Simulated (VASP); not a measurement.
Write the native input for VASP 6.6.1 that does the following.

```
Task                   : single point
Functional             : PBE
Potentials or basis    : VASP PAW PBE potentials, release 64 (K_sv, H)
Cutoff                 : 520 eV
k mesh                 : 4 × 6 × 1
Occupations            : gaussian, width 0.2 eV
Spin                   : no spin polarisation
Dipole correction      : yes
Further INCAR settings : ALGO = Normal; EDIFF = 1e-06; NBANDS = 28
```

The structure of K2H lies in POSCAR:

```
K2H
1.0
    9.0812287225      0.0000000000      0.0000000000
    0.0000000000      4.5406143613      0.0000000000
    0.0000000000      0.0000000000     32.7506697200
K H
4 2
Direct
    0.0000000000      0.0000000000      0.3619051264
    0.5000000000      0.0000000000      0.3619051264
    0.0000000000      0.0000000000      0.2182356818
    0.5000000000      0.0000000000      0.2182356818
    0.5000000000      0.0000000000      0.2900704041
    0.0000000000      0.0000000000      0.2900704041
```

These files were run (other wordings do the same):

INCAR

```
  ALGO = Normal
  DIPOL = 0.5 0.5 0.290
  EDIFF = 1E-6
  ENCUT = 520
  GGA = PE
  IDIPOL = 3
  ISIF = 2
  ISMEAR = 0
  LASPH = True
  LCHARG = True
  LDIPOL = True
  LELF = True
  LREAL = False
  LVACPOTAV = True
  LVHAR = True
  LWAVE = False
  NBANDS = 28
  NELM = 100
  PREC = Accurate
  SIGMA = 0.2
```

KPOINTS

```
k-points
0
Gamma
  4 6 1
```

Potentials or basis: VASP PAW PBE potentials, release 64 (K_sv, H).

The run is started by

```sh
$ cat potpaw_PBE.64/K_sv/POTCAR potpaw_PBE.64/H/POTCAR > POTCAR
$ mpirun -np 1 vasp_std > vasp.out
```

It gave:

The band gap on the k mesh is zero (band 19 reaches -0.89 eV, above the bottom of band 20 at -2.45 eV) and the work function of the upper face is 2.64 eV. The work function of the lower face is 2.64 eV.

Wall time 21 min on 1 thread of Intel(R) Xeon(R) Platinum 8488C (Sapphire Rapids) (shared host), peak memory 1.2 GiB.
